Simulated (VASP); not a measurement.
# SnTe (P4/mmm) in VASP: single point with PBE

Aim: the single point of SnTe with PBE.

Everything below comes from runs of VASP 6.6.1. Logs are shortened: lines on timing, memory, paths and dates and some standing lists are left out, and cuts for length are marked.

## Step 1: The cell of the first run

Symmetry: P4/mmm, No. 123, tetragonal system. Conventional cell: a = 3.893 Å, b = 3.893 Å, c = 3.879 Å, α = 90.00°, β = 90.00°, γ = 90.00°. Sn (site symmetry 4/mmm) has 8 Te at 3.37 Å and 6 Sn at 3.88 to 3.89 Å within 4.4 Å. Te (site symmetry 4/mmm) has 8 Sn at 3.37 Å and 6 Te at 3.88 to 3.89 Å within 4.4 Å.

The cell was generated, and may not be a known phase.

## Step 2: Single point, PBE

File INCAR:

```
PREC = Accurate ; ENCUT = 520
EDIFF = 1E-6 ; ISMEAR = 0
SIGMA = 0.1 ; LREAL = F
LASPH = T ; NELM = 80
ALGO = Normal ; ISIF = 2
LWAVE = F ; LCHARG = T
GGA = PE ; LELF = T
LVHAR = T ; NBANDS = 17
```

File KPOINTS:

```
regular mesh
0
Gamma
  14 14 16
```

File POSCAR:

```
SnTe
1.0
    3.8933955435      0.0000000000      0.0000000000
    0.0000000000      3.8933955435      0.0000000000
    0.0000000000      0.0000000000      3.8794597931
Sn Te
1 1
Direct
    0.5000000000      0.5000000000      0.5000000000
    0.0000000000      0.0000000000      0.0000000000
```

Potentials or basis: VASP PAW PBE potentials, release 64 (Sn_d, Te).

Run with:

```
> cat potpaw_PBE.64/Sn_d/POTCAR potpaw_PBE.64/Te/POTCAR > POTCAR
> mpirun -np 1 vasp_std > vasp.out
```

OUTCAR:

```text
PREC = Accurate
   ENCUT = 520
   EDIFF = 1E-6
   ISMEAR = 0
   LREAL = F
   LASPH = T
   NELM = 80
   ISIF = 2
   GGA = PE

 ion  position               nearest neighbor table
   1  0.500  0.500  0.500-   2 3.37   2 3.37   2 3.37   2 3.37   2 3.37   2 3.37   2 3.37   2 3.37

   2  0.000  0.000  0.000-   1 3.37   1 3.37   1 3.37   1 3.37   1 3.37   1 3.37   1 3.37   1 3.37

  LATTYP: Found a simple tetragonal cell.
 ALAT       =     3.8933955435
 C/A-ratio  =     0.9964206692

  Lattice vectors:

 A1 = (   3.8933955435,   0.0000000000,   0.0000000000)
 A2 = (   0.0000000000,   3.8933955435,   0.0000000000)
 A3 = (   0.0000000000,   0.0000000000,   3.8794597931)

Analysis of symmetry for initial positions (statically):
=====================================================================
 Subroutine PRICEL returns:
 Original cell was already a primitive cell.

 Routine SETGRP: Setting up the symmetry group for a
 simple tetragonal supercell.

 Subroutine GETGRP returns: Found 16 space group operations
 (whereof 16 operations were pure point group operations)
 out of a pool of 16 trial point group operations.

The static configuration has the point symmetry D_4h.

Analysis of symmetry for dynamics (positions and initial velocities):
=====================================================================
 Subroutine PRICEL returns:
 Original cell was already a primitive cell.

 Routine SETGRP: Setting up the symmetry group for a
 simple tetragonal supercell.

 Subroutine GETGRP returns: Found 16 space group operations
 (whereof 16 operations were pure point group operations)
 out of a pool of 16 trial point group operations.

The dynamic configuration has the point symmetry D_4h.

 Subroutine INISYM returns: Found 16 space group operations
 (whereof 16 operations are pure point group operations),
 and found     1 'primitive' translations

----------------------------------------------------------------------------------------

                                     Primitive cell

  volume of cell :      58.8069

  direct lattice vectors                    reciprocal lattice vectors
     3.893395544  0.000000000  0.000000000     0.256845211  0.000000000  0.000000000
     0.000000000  3.893395544  0.000000000     0.000000000  0.256845211  0.000000000
     0.000000000  0.000000000  3.879459793     0.000000000  0.000000000  0.257767847

  length of vectors
     3.893395544  3.893395544  3.879459793     0.256845211  0.256845211  0.257767847

  position of ions in fractional coordinates (direct lattice)
     0.500000000  0.500000000  0.500000000
     0.000000000  0.000000000  0.000000000

  ion indices of the primitive-cell ions
   primitive index   ion index
                 1           1
                 2           2

----------------------------------------------------------------------------------------

 KPOINTS: regular mesh

Automatic generation of k-mesh.
 Grid dimensions read from file:
 generate k-points for:   14   14   16

 Generating k-lattice:

  Cartesian coordinates                     Fractional coordinates (reciprocal lattice)
     0.018346087  0.000000000  0.000000000     0.071428571  0.000000000  0.000000000
     0.000000000  0.018346087  0.000000000     0.000000000  0.071428571  0.000000000
     0.000000000  0.000000000  0.016110490     0.000000000  0.000000000  0.062500000

  Length of vectors
     0.018346087  0.018346087  0.016110490

  Shift w.r.t. Gamma in fractional coordinates (k-lattice)
     0.000000000  0.000000000  0.000000000

 Subroutine IBZKPT returns following result:
 ===========================================

 Found    324 irreducible k-points:

 Following reciprocal coordinates:
            Coordinates               Weight
  0.000000  0.000000  0.000000      1.000000
  0.071429  0.000000  0.000000      4.000000
  0.142857  0.000000  0.000000      4.000000
  0.214286  0.000000  0.000000      4.000000
  0.285714  0.000000  0.000000      4.000000
  0.357143  0.000000  0.000000      4.000000
[... 16 lines left out ...]
  0.285714  0.214286  0.000000      8.000000
  0.357143  0.214286  0.000000      8.000000
 [... further k-points ...]
   k-points           NKPTS =    324   k-points in BZ     NKDIM =    324   number of bands    NBANDS=     17
   number of dos      NEDOS =    301   number of ions     NIONS =      2
   total plane-waves  NPLWV =  27000
   dimension x,y,z NGX =    30 NGY =   30 NGZ =   30
   dimension x,y,z NGXF=    60 NGYF=   60 NGZF=   60
   ions per type =               1   1
   NGX,Y,Z   is equivalent  to a cutoff of  12.81, 12.81, 12.86 a.u.
   NGXF,Y,Z  is equivalent  to a cutoff of  25.62, 25.62, 25.71 a.u.
 SYSTEM =  unknown system
   PREC   = accura    normal or accurate (medium, high low for compatibility)
   ISTART =      0    job   : 0-new  1-cont  2-samecut
   ICHARG =      2    charge: 1-file 2-atom 10-const
   ISPIN  =      1    spin polarized calculation?
   LNONCOLLINEAR =      F non collinear calculations
   LSORBIT =      F    spin-orbit coupling
   LASPH  =      T    aspherical Exc in radial PAW
   ENCUT  =  520.0 eV  38.22 Ry    6.18 a.u.   7.24  7.24  7.21*2*pi/ulx,y,z
   NELM   =     80;   NELMIN=  2; NELMDL= -5     # of ELM steps
   EDIFF  = 0.1E-05   stopping-criterion for ELM
   LREAL  =      F    real-space projection
   EDIFFG = 0.1E-04   stopping-criterion for IOM
   NSW    =      0    number of steps for IOM
   IBRION =     -1    ionic relax: 0-MD 1-quasi-New 2-CG
   NFREE  =      0    steps in history (QN), initial steepest desc. (CG)
   ISIF   =      2    stress and relaxation
   ISYM   =      2    0-nonsym 1-usesym 2-fastsym
   POTIM  = 0.5000    time-step for ionic-motion
   TEBEG  =    0.0;   TEEND  =   0.0 temperature during run
   PSTRESS=    0.0 pullay stress
   NELECT =      20.0000    total number of electrons
   NUPDOWN=      -1.0000    fix difference up-down
   EMIN   =  10.00;   EMAX   =-10.00  energy-range for DOS
   EFERMI =   0.00;   METHOD = LEGACY
   ISMEAR =     0;   SIGMA  =   0.10  broadening in eV -4-tet -1-fermi 0-gaus
   EFERMI_NEDOS =   21; number of points for ismear=-14 and -15
   IALGO  =     38    algorithm
   IMIX   =      4    mixing-type and parameters
     AMIX     =   0.40;   BMIX     =  1.00
     AMIX_MAG =   1.60;   BMIX_MAG =  1.00
  volume/ion in A,a.u.               =      29.40       198.42
  Fermi-wavevector in a.u.,A,eV,Ry     =   1.142726  2.159439 17.766793  1.305822
  Thomas-Fermi vector in A             =   2.279423
   LORBIT       =      0    0 simple, 1 ext, 2 COOP (PROOUT), +10 PAW based schemes
   GGA     = PE    functional components
   LHFCALC =     F    Hartree Fock is set to
   AEXX    =    0.0000 exact exchange contribution
   IVDW    =     0    specifies the selected vdW correction
   LEPSILON=     F    determine dielectric tensor
   LRPA    =     F    only Hartree local field effects (RPA)
 non-spin polarized calculation
 Gauss-broadening in eV      SIGMA  =   0.10
  energy-cutoff  :      520.00
  volume of cell :       58.81
 maximum number of plane-waves:      1608
 NGX is ok and might be reduce to    30
   NGX = 15   NGY = 15   NGZ = 15

 number of electron      19.9999984 magnetization

 Free energy of the ion-electron system (eV)
  ---------------------------------------------------
  ext. energy  EPLUGINS =         0.00000000
  ---------------------------------------------------
  free energy    TOTEN  =        -7.08504740 eV

  energy without entropy =       -7.07799345  energy(sigma->0) =       -7.08152043

 E-fermi :   7.1741     XC(G=0):  -9.9317

 val. band max:        7.1736343971   @ k =   0.2857   0.0714   0.1875
 cond. band min:       7.1769854974   @ k =   0.2143   0.0714   0.1250
 fundamental gap:      0.0033511003
 Fermi energy:         7.1740595756

 k-point     1 :       0.0000    0.0000    0.0000
  band No.  band energies     occupation
      1     -14.4352      2.00000
      2     -14.4336      2.00000
      3     -14.3955      2.00000
      4     -14.3955      2.00000
      5     -14.3952      2.00000
      6      -5.1988      2.00000
[... 9 lines left out ...]
     16      18.0776      0.00000
     17      18.1339      0.00000

 k-point     2 :       0.0714    0.0000    0.0000
  band No.  band energies     occupation
      1     -14.4349      2.00000
      2     -14.4322      2.00000
      3     -14.3961      2.00000
      4     -14.3957      2.00000
      5     -14.3955      2.00000
      6      -5.1583      2.00000
[... 9 lines left out ...]
     16      17.8489      0.00000
     17      17.8965      0.00000

 k-point     3 :       0.1429    0.0000    0.0000
  band No.  band energies     occupation
      1     -14.4346      2.00000
      2     -14.4277      2.00000
      3     -14.3976      2.00000
      4     -14.3973      2.00000
      5     -14.3954      2.00000
      6      -5.0386      2.00000
[... 9 lines left out ...]
     16      17.2923      0.00000
     17      17.6594      0.00000

 k-point     4 :       0.2143    0.0000    0.0000
  band No.  band energies     occupation
      1     -14.4343      2.00000
      2     -14.4210      2.00000
      3     -14.3998      2.00000
      4     -14.3995      2.00000
      5     -14.3952      2.00000
      6      -4.8468      2.00000
[... 9 lines left out ...]
     16      16.2658      0.00000
     17      17.6733      0.00000
[... 343 lines left out ...]
      1     -14.4280      2.00000
      2     -14.4136      2.00000
      3     -14.4046      2.00000
      4     -14.3996      2.00000
      5     -14.3990      2.00000
      6      -4.5091      2.00000
[... 9 lines left out ...]
     16      15.4428      0.00000
     17      15.8642      0.00000

 k-point    23 :       0.2857    0.2143    0.0000
  band No.  band energies     occupation
      1     -14.4265      2.00000
      2     -14.4075      2.00000
      3     -14.4073      2.00000
      4     -14.4017      2.00000
      5     -14.3990      2.00000
      6      -4.2743      2.00000
[... 9 lines left out ...]
     16      15.2825      0.00000
     17      15.6793      0.00000

 k-point    24 :       0.3571    0.2143    0.0000
  band No.  band energies     occupation
      1     -14.4256      2.00000
      2     -14.4101      2.00000
      3     -14.4038      2.00000
      4     -14.4011      2.00000
      5     -14.3988      2.00000
      6      -4.0207      2.00000
[... 9 lines left out ...]
     16      15.7579      0.00000
     17      16.6123      0.00000

 [... further k-points ...]
[... 5 lines left out ...]
  --------------------------------------------------------------------------------------
  -------------------------------------------------------------------------------------
  Total       -0.0168705     -0.0168705      0.0022646      0.0000000      0.0000000     -0.0000000
  in kB       -0.4596315     -0.4596315      0.0616978      0.0000000      0.0000000     -0.0000000
  external PRESSURE =      -0.2858551 kB  Pullay stress =       0.0000000 kB

 VOLUME and BASIS-vectors are now :
 -----------------------------------------------------------------------------
  energy-cutoff  :      520.00
  volume of cell :       58.81
      direct lattice vectors                 reciprocal lattice vectors
     3.893395544  0.000000000  0.000000000     0.256845211  0.000000000  0.000000000
     0.000000000  3.893395544  0.000000000     0.000000000  0.256845211  0.000000000
     0.000000000  0.000000000  3.879459793     0.000000000  0.000000000  0.257767847

 POSITION                                       TOTAL-FORCE (eV/Angst)
 -----------------------------------------------------------------------------------
      1.94670      1.94670      1.93973         0.000000      0.000000      0.000000
      0.00000      0.00000      0.00000         0.000000      0.000000      0.000000
 -----------------------------------------------------------------------------------
    total drift:                                0.000000      0.000000      0.000000

  FREE ENERGIE OF THE ION-ELECTRON SYSTEM (eV)
  ---------------------------------------------------
  free  energy   TOTEN  =        -7.0850473984 eV

  energy  without entropy=       -7.0779934546  energy(sigma->0) =       -7.08152043
```

Run time: 2.6 min. Hardware: 1 thread of Intel Xeon 6975P-C (Granite Rapids), shared host; peak memory 0.43 GiB.

What came out:

| Item | Value |
| --- | --- |
| Free energy | -7.0850 eV |
| Pressure | 0.0 GPa |
| Band gap on the k mesh | zero (bands 10 and 11 overlap by 1.74 eV) |

Caveat: spin-orbit coupling is left out, which moves the levels of the heavy elements.
